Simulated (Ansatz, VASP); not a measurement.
## Two plane-wave programs on AlH2

The input INCAR:

```
PREC = Accurate
ENCUT = 600
EDIFF = 1E-6
ISMEAR = 0
SIGMA = 0.1
LREAL = False
LASPH = True
NELM = 100
ALGO = Normal
ISIF = 3
LWAVE = False
LCHARG = False
GGA = PE
IBRION = 2
NSW = 100
EDIFFG = -0.01
```

Contents of KPOINTS:

```
regular mesh
0
Gamma
  18 18 16
```

POSCAR

```
AlH2
1.0
    3.3320210499      0.0000000000      0.0000000000
   -1.6660105249      2.8856148752      0.0000000000
    0.0000000000      0.0000000000      2.7146367022
Al H
1 2
Direct
    0.0000000000      0.0000000000      0.0000000000
    0.3333333333      0.6666666667      0.0000000000
    0.6666666667      0.3333333333      0.0000000000
```

Input for Ansatz:

```yaml
crystal:
  lattice:
    - [3.3320210499, 0.0, 0.0]
    - [-1.6660105249, 2.8856148752, 0.0]
    - [0.0, 0.0, 2.7146367022]
  atoms:
    - { symbol: Al, position: [0.0, 0.0, 0.0] }
    - { symbol: H, position: [0.3333333333, 0.6666666667, 0.0] }
    - { symbol: H, position: [0.6666666667, 0.3333333333, 0.0] }
basis:
  ecutwfc: 420
kpoints:
  mp_grid: { grid: [18, 18, 16] }
hamiltonian:
  xc: pbe
scf:
  occupations: { method: gaussian, width: 0.1 }
output:
  forces: true
  stress: true
  eigenvalues: true
  write_density: true
  write_potential: true
  elf: true
  volumetric_format: npy
relax:
  adjacent_minimum: "off"
  f_tol: 0.01
  max_steps: 80
  cell: { stress_tol: 0.05 }
```

Alike in both runs: task relaxation of cell and atoms; functional PBE; k mesh 18 × 18 × 16; occupations gaussian, width 0.1 eV; no spin polarisation.

|  | VASP | Ansatz |
| --- | --- | --- |
| version | VASP 6.6.1 | Ansatz 0.2.0 |
| potentials or method | VASP PAW PBE potentials, release 64 (Al, H), cutoff 600 eV | scalar-relativistic, plane waves, PAW |
| valence electrons in the cell | 5 | 5 |

VASP gave:

- gap on the k mesh at the Fermi level, each at its own relaxed structure (eV): none
- relaxed volume (Å³/atom): 8.66
- relaxed length of the cell vector where the two differ most in proportion (Å): 2.713

Q: Which values does Ansatz return?

A: gap on the k mesh at the Fermi level, each at its own relaxed structure (eV): none; relaxed volume (Å³/atom): 8.67; relaxed length of the cell vector where the two differ most in proportion (Å): 2.715.

A gap of «none» marks a metal or a gap that the smearing closes.
